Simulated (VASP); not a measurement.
# Sr4AuN3 (P4/mmm) in VASP: notebook

Aim: see how the results for Sr4AuN3 move with the level of theory and the settings. Levels: PBE, r2SCAN. Tasks: single point.

Everything below comes from runs of VASP 6.6.1. Logs are shortened: lines on timing, memory, paths and dates and some standing lists are left out, and cuts for length are marked.

## 1. The cell of the first run

Symmetry: P4/mmm, No. 123, tetragonal system. The conventional cell has a = 4.912 Å, b = 4.912 Å, c = 8.316 Å, α = 90.00°, β = 90.00°, γ = 90.00°. Sr (site symmetry 2mm) has 4 N at 2.50 to 2.95 Å and 1 Sr at 3.28 Å within 3.3 Å. Au (site symmetry 4/mmm) has 2 N at 2.06 Å within 2.7 Å. N (site symmetry 4mm) has 1 Au at 2.06 Å and 4 Sr at 2.50 Å within 2.7 Å. Within 3.9 Å of N (site symmetry 4/mmm) lie 8 Sr at 2.95 Å.

The cell was built from a structure type or drawn by symmetry, and may not be a known phase.

## 2. Single point, PBE

The input, INCAR:

```
PREC = Accurate ; ENCUT = 520
EDIFF = 1E-7 ; ISMEAR = 0
SIGMA = 0.1 ; LREAL = False
LASPH = True ; NELM = 60
ALGO = Normal ; ISIF = 2
LWAVE = False ; LCHARG = False
GGA = PE ; NBANDS = 43
```

The input, KPOINTS:

```
Automatic mesh
0
Gamma
  6 6 4
```

The input, POSCAR:

```
Sr4AuN3
1.0
    4.9123854866      0.0000000000      0.0000000000
    0.0000000000      4.9123854866      0.0000000000
    0.0000000000      0.0000000000      8.3164940809
Sr Au N
4 1 3
Direct
    0.5000000000      0.0000000000      0.1970181185
    0.0000000000      0.5000000000      0.8029818815
    0.0000000000      0.5000000000      0.1970181185
    0.5000000000      0.0000000000      0.8029818815
    0.5000000000      0.5000000000      0.5000000000
    0.5000000000      0.5000000000      0.7474238016
    0.5000000000      0.5000000000      0.2525761984
    0.0000000000      0.0000000000      0.0000000000
```

Potentials or basis: VASP PAW PBE potentials, release 64 (Sr_sv, Au, N).

On the command line:

```console
$ cat potpaw_PBE.64/Sr_sv/POTCAR potpaw_PBE.64/Au/POTCAR potpaw_PBE.64/N/POTCAR > POTCAR
$ mpirun -np 1 vasp_std > vasp.out
```

OUTCAR:

```text
PREC = Accurate
   ENCUT = 520
   EDIFF = 1E-7
   ISMEAR = 0
   LREAL = False
   LASPH = True
   NELM = 60
   ISIF = 2
   GGA = PE

 ion  position               nearest neighbor table
   1  0.500  0.000  0.197-   7 2.50   7 2.50   8 2.95   8 2.95   4 3.28   3 3.47   3 3.47   3 3.47
                             3 3.47   5 3.52   5 3.52   2 4.78   2 4.78   2 4.78   2 4.78   4 5.04
   2  0.000  0.500  0.803-   6 2.50   6 2.50   8 2.95   8 2.95   3 3.28   4 3.47   4 3.47   4 3.47
                             4 3.47   5 3.52   5 3.52   1 4.78   1 4.78   1 4.78   1 4.78   3 5.04
   3  0.000  0.500  0.197-   7 2.50   7 2.50   8 2.95   8 2.95   2 3.28   1 3.47   1 3.47   1 3.47
                             1 3.47   5 3.52   5 3.52   4 4.78   4 4.78   4 4.78   4 4.78   2 5.04
   4  0.500  0.000  0.803-   6 2.50   6 2.50   8 2.95   8 2.95   1 3.28   2 3.47   2 3.47   2 3.47
                             2 3.47   5 3.52   5 3.52   3 4.78   3 4.78   3 4.78   3 4.78   1 5.04
   5  0.500  0.500  0.500-   6 2.06   7 2.06   3 3.52   4 3.52   1 3.52   2 3.52   1 3.52   4 3.52
                             2 3.52   3 3.52
   6  0.500  0.500  0.747-   5 2.06   4 2.50   2 2.50   4 2.50   2 2.50
   7  0.500  0.500  0.253-   5 2.06   3 2.50   1 2.50   1 2.50   3 2.50
   8  0.000  0.000  0.000-   1 2.95   2 2.95   3 2.95   4 2.95   2 2.95   3 2.95   1 2.95   4 2.95

  LATTYP: Found a simple tetragonal cell.
 ALAT       =     4.9123854866
 C/A-ratio  =     1.6929644678

  Lattice vectors:

 A1 = (   4.9123854866,   0.0000000000,   0.0000000000)
 A2 = (   0.0000000000,   4.9123854866,   0.0000000000)
 A3 = (   0.0000000000,   0.0000000000,   8.3164940809)

Analysis of symmetry for initial positions (statically):
=====================================================================
 Subroutine PRICEL returns:
 Original cell was already a primitive cell.

 Routine SETGRP: Setting up the symmetry group for a
 simple tetragonal supercell.

 Subroutine GETGRP returns: Found 16 space group operations
 (whereof 16 operations were pure point group operations)
 out of a pool of 16 trial point group operations.

The static configuration has the point symmetry D_4h.

Analysis of symmetry for dynamics (positions and initial velocities):
=====================================================================
 Subroutine PRICEL returns:
 Original cell was already a primitive cell.

 Routine SETGRP: Setting up the symmetry group for a
 simple tetragonal supercell.

 Subroutine GETGRP returns: Found 16 space group operations
 (whereof 16 operations were pure point group operations)
 out of a pool of 16 trial point group operations.

The dynamic configuration has the point symmetry D_4h.

 Subroutine INISYM returns: Found 16 space group operations
 (whereof 16 operations are pure point group operations),
 and found     1 'primitive' translations

----------------------------------------------------------------------------------------

                                     Primitive cell

  volume of cell :     200.6897

  direct lattice vectors                    reciprocal lattice vectors
     4.912385487  0.000000000  0.000000000     0.203567086  0.000000000  0.000000000
     0.000000000  4.912385487  0.000000000     0.000000000  0.203567086  0.000000000
     0.000000000  0.000000000  8.316494081     0.000000000  0.000000000  0.120242976

  length of vectors
     4.912385487  4.912385487  8.316494081     0.203567086  0.203567086  0.120242976

  position of ions in fractional coordinates (direct lattice)
     0.500000000  0.000000000  0.197018118
     0.000000000  0.500000000  0.802981882
     0.000000000  0.500000000  0.197018118
     0.500000000  0.000000000  0.802981882
     0.500000000  0.500000000  0.500000000
     0.500000000  0.500000000  0.747423802
     0.500000000  0.500000000  0.252576198
     0.000000000  0.000000000  0.000000000

  ion indices of the primitive-cell ions
   primitive index   ion index
                 1           1
                 2           2
                 3           3
                 4           4
                 5           5
                 6           6
                 7           7
                 8           8

----------------------------------------------------------------------------------------

 KPOINTS: Automatic mesh

Automatic generation of k-mesh.
 Grid dimensions read from file:
 generate k-points for:    6    6    4

 Generating k-lattice:

  Cartesian coordinates                     Fractional coordinates (reciprocal lattice)
     0.033927848  0.000000000  0.000000000     0.166666667  0.000000000  0.000000000
     0.000000000  0.033927848  0.000000000     0.000000000  0.166666667  0.000000000
     0.000000000  0.000000000  0.030060744     0.000000000  0.000000000  0.250000000

  Length of vectors
     0.033927848  0.033927848  0.030060744

  Shift w.r.t. Gamma in fractional coordinates (k-lattice)
     0.000000000  0.000000000  0.000000000

 Subroutine IBZKPT returns following result:
 ===========================================

 Found     30 irreducible k-points:

 Following reciprocal coordinates:
            Coordinates               Weight
  0.000000  0.000000  0.000000      1.000000
  0.166667  0.000000  0.000000      4.000000
  0.333333  0.000000  0.000000      4.000000
  0.500000  0.000000  0.000000      2.000000
  0.166667  0.166667  0.000000      4.000000
  0.333333  0.166667  0.000000      8.000000
[... 16 lines left out ...]
  0.333333  0.000000  0.500000      4.000000
  0.500000  0.000000  0.500000      2.000000
 [... further k-points ...]
   k-points           NKPTS =     30   k-points in BZ     NKDIM =     30   number of bands    NBANDS=     43
   number of dos      NEDOS =    301   number of ions     NIONS =      8
   total plane-waves  NPLWV = 102400
   dimension x,y,z NGX =    40 NGY =   40 NGZ =   64
   dimension x,y,z NGXF=    80 NGYF=   80 NGZF=  128
   ions per type =               4   1   3
   NGX,Y,Z   is equivalent  to a cutoff of  13.54, 13.54, 12.79 a.u.
   NGXF,Y,Z  is equivalent  to a cutoff of  27.07, 27.07, 25.59 a.u.
 SYSTEM =  unknown system
   PREC   = accura    normal or accurate (medium, high low for compatibility)
   ISTART =      0    job   : 0-new  1-cont  2-samecut
   ICHARG =      2    charge: 1-file 2-atom 10-const
   ISPIN  =      1    spin polarized calculation?
   LNONCOLLINEAR =      F non collinear calculations
   LSORBIT =      F    spin-orbit coupling
   LASPH  =      T    aspherical Exc in radial PAW
   ENCUT  =  520.0 eV  38.22 Ry    6.18 a.u.   9.13  9.13 15.46*2*pi/ulx,y,z
   NELM   =     60;   NELMIN=  2; NELMDL= -5     # of ELM steps
   EDIFF  = 0.1E-06   stopping-criterion for ELM
   LREAL  =      F    real-space projection
   EDIFFG = 0.1E-05   stopping-criterion for IOM
   NSW    =      0    number of steps for IOM
   IBRION =     -1    ionic relax: 0-MD 1-quasi-New 2-CG
   NFREE  =      0    steps in history (QN), initial steepest desc. (CG)
   ISIF   =      2    stress and relaxation
   ISYM   =      2    0-nonsym 1-usesym 2-fastsym
   POTIM  = 0.5000    time-step for ionic-motion
   TEBEG  =    0.0;   TEEND  =   0.0 temperature during run
   PSTRESS=    0.0 pullay stress
   NELECT =      66.0000    total number of electrons
   NUPDOWN=      -1.0000    fix difference up-down
   EMIN   =  10.00;   EMAX   =-10.00  energy-range for DOS
   EFERMI =   0.00;   METHOD = LEGACY
   ISMEAR =     0;   SIGMA  =   0.10  broadening in eV -4-tet -1-fermi 0-gaus
   EFERMI_NEDOS =   21; number of points for ismear=-14 and -15
   IALGO  =     38    algorithm
   IMIX   =      4    mixing-type and parameters
     AMIX     =   0.40;   BMIX     =  1.00
     AMIX_MAG =   1.60;   BMIX_MAG =  1.00
  volume/ion in A,a.u.               =      25.09       169.29
  Fermi-wavevector in a.u.,A,eV,Ry     =   1.130007  2.135403 17.373491  1.276916
  Thomas-Fermi vector in A             =   2.266702
   LORBIT       =      0    0 simple, 1 ext, 2 COOP (PROOUT), +10 PAW based schemes
   GGA     = PE    functional components
   LHFCALC =     F    Hartree Fock is set to
   AEXX    =    0.0000 exact exchange contribution
   IVDW    =     0    specifies the selected vdW correction
   LEPSILON=     F    determine dielectric tensor
   LRPA    =     F    only Hartree local field effects (RPA)
 non-spin polarized calculation
 Gauss-broadening in eV      SIGMA  =   0.10
  energy-cutoff  :      520.00
  volume of cell :      200.69
 maximum number of plane-waves:      5428
 NGX is ok and might be reduce to    40
   NGX = 19   NGY = 19   NGZ = 31

 number of electron      65.9999998 magnetization

 Free energy of the ion-electron system (eV)
  ---------------------------------------------------
  ext. energy  EPLUGINS =         0.00000000
  ---------------------------------------------------
  free energy    TOTEN  =       -37.06006373 eV

  energy without entropy =      -37.04561309  energy(sigma->0) =      -37.05283841

 E-fermi :   3.0141     XC(G=0):  -8.7267

 val. band max:        3.0040686971   @ k =   0.1667   0.0000   0.2500
 cond. band min:       3.0163055555   @ k =   0.1667   0.0000   0.0000
 fundamental gap:      0.0122368583
 Fermi energy:         3.0141387995

 k-point     1 :       0.0000    0.0000    0.0000
  band No.  band energies     occupation
      1     -32.3294      2.00000
      2     -32.2669      2.00000
      3     -32.1962      2.00000
      4     -32.1376      2.00000
      5     -14.9049      2.00000
      6     -14.6636      2.00000
[... 35 lines left out ...]
     42       7.1086      0.00000
     43       7.6409      0.00000

 k-point     2 :       0.1667    0.0000    0.0000
  band No.  band energies     occupation
      1     -32.3202      2.00000
      2     -32.2581      2.00000
      3     -32.2049      2.00000
      4     -32.1461      2.00000
      5     -14.8888      2.00000
      6     -14.6535      2.00000
[... 1004 lines left out ...]
 k-point    24 :       0.5000    0.0000    0.5000
  band No.  band energies     occupation
      1     -32.2621      2.00000
      2     -32.2613      2.00000
      3     -32.2023      2.00000
      4     -32.2013      2.00000
      5     -14.7557      2.00000
      6     -14.7497      2.00000
[... 35 lines left out ...]
     42       6.4706      0.00000
     43       7.0131      0.00000

 [... further k-points ...]

------------------------ aborting loop because EDIFF is reached ----------------------------------------

  FORCE on cell =-STRESS in cart. coord.  units (eV):
  Direction    XX          YY          ZZ          XY          YZ          ZX
  --------------------------------------------------------------------------------------
  -------------------------------------------------------------------------------------
  Total        0.4735819      0.4735819      0.0311972      0.0000000      0.0000000     -0.0000000
  in kB        3.7807726      3.7807726      0.2490584      0.0000000      0.0000000     -0.0000000
  external PRESSURE =       2.6035345 kB  Pullay stress =       0.0000000 kB

 VOLUME and BASIS-vectors are now :
 -----------------------------------------------------------------------------
  energy-cutoff  :      520.00
  volume of cell :      200.69
      direct lattice vectors                 reciprocal lattice vectors
     4.912385487  0.000000000  0.000000000     0.203567086  0.000000000  0.000000000
     0.000000000  4.912385487  0.000000000     0.000000000  0.203567086  0.000000000
     0.000000000  0.000000000  8.316494081     0.000000000  0.000000000  0.120242976

 POSITION                                       TOTAL-FORCE (eV/Angst)
 -----------------------------------------------------------------------------------
      2.45619      0.00000      1.63850         0.000000      0.000000     -0.005359
      0.00000      2.45619      6.67799         0.000000      0.000000      0.005359
      0.00000      2.45619      1.63850        -0.000000      0.000000     -0.005359
      2.45619      0.00000      6.67799        -0.000000     -0.000000      0.005359
      2.45619      2.45619      4.15825        -0.000000      0.000000      0.000000
      2.45619      2.45619      6.21595        -0.000000     -0.000000     -0.037104
      2.45619      2.45619      2.10055         0.000000     -0.000000      0.037104
      0.00000      0.00000      0.00000        -0.000000      0.000000      0.000000
 -----------------------------------------------------------------------------------
    total drift:                                0.000000      0.000000      0.000000

  FREE ENERGIE OF THE ION-ELECTRON SYSTEM (eV)
  ---------------------------------------------------
  free  energy   TOTEN  =       -37.0600637350 eV

  energy  without entropy=      -37.0456130887  energy(sigma->0) =      -37.05283841
```

Wall time 2.4 min (1 thread of Intel Xeon 6975P-C (Granite Rapids), shared host); peak memory 0.45 GiB.

What came out:

```yaml
Free_energy: -37.0601 eV
Pressure: 0.3 GPa
Largest_force: 0.037 eV/Å
Band_gap_on_the_k_mesh: zero (bands 33 and 34 overlap by 0.24 eV)
```

Forces on the atoms (eV/Å):
```
Sr   0.000  0.000 -0.005
Sr   0.000  0.000  0.005
Sr   0.000  0.000 -0.005
Sr   0.000  0.000  0.005
Au   0.000  0.000  0.000
N    0.000  0.000 -0.037
N    0.000  0.000  0.037
N    0.000  0.000  0.000
```

Caveat: spin-orbit coupling is left out, which moves the levels of the heavy elements.

(Part 1 of 2 ends here.)
